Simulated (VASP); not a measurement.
The system is Al2BC3.

```
Al B C
1.0
     4.04920    0.00000    0.00000
     0.00000    4.04920    0.00000
     0.00000    0.00000    4.51830
Al B C
2 1 3
Cartesian
  0.0000 0.0000 0.0000
  2.0246 2.0246 0.0000
  0.0000 0.0000 2.2592
  2.0246 0.0000 0.0000
  0.0000 2.0246 0.0000
  2.0246 2.0246 2.2592
```

| Item | Value |
| --- | --- |
| Program | VASP 6.6.1 |
| Task | relaxation of cell and atoms |
| Functional | PBE |
| Potentials or basis | VASP PAW PBE potentials, release 64 (Al, B, C) |
| Cutoff | 600 eV |
| k mesh | 4 × 4 × 4 |
| Occupations | gaussian, width 0.1 eV |
| Spin | no spin polarisation |

At the start: pressure -1.7 GPa; volume 12.35 Å³/atom.

Task: Where does the relaxation end?

Result: Over 7 steps the energy falls by 51.7 meV/atom and the volume is 12.03 Å³/atom (-2.5 %); space group P4/mmm (No. 123, to 0.05 Å).

Step by step:
```csv
step,energy change (eV),largest force (eV/Å),pressure (GPa),volume (Å³)
1,0.0000,0.0000,-1.67,74.08
2,-0.2577,0.0000,-0.74,72.61
3,-0.3074,0.0000,0.67,71.75
4,-0.3082,0.0000,1.00,71.59
5,-0.3083,0.0000,0.88,71.64
6,-0.3097,0.0000,-0.40,72.41
7,-0.3099,0.0000,-0.05,72.20
```

Final structure:
```cif
data_structure
_symmetry_space_group_name_H-M 'P 1'
_symmetry_Int_Tables_number 1
_cell_length_a 4.1586
_cell_length_b 4.1586
_cell_length_c 4.1749
_cell_angle_alpha 90.000
_cell_angle_beta 90.000
_cell_angle_gamma 90.000
_cell_volume 72.20
loop_
_atom_site_label
_atom_site_type_symbol
_atom_site_fract_x
_atom_site_fract_y
_atom_site_fract_z
_atom_site_occupancy
Al1 Al 0.00000 0.00000 0.00000 1
Al2 Al 0.50000 0.50000 0.00000 1
B1 B 0.00000 0.00000 0.50000 1
C1 C 0.50000 0.00000 0.00000 1
C2 C 0.00000 0.50000 0.00000 1
C3 C 0.50000 0.50000 0.50000 1
```

Caveat: the k points lie up to 0.38 Å⁻¹ apart in the final cell.
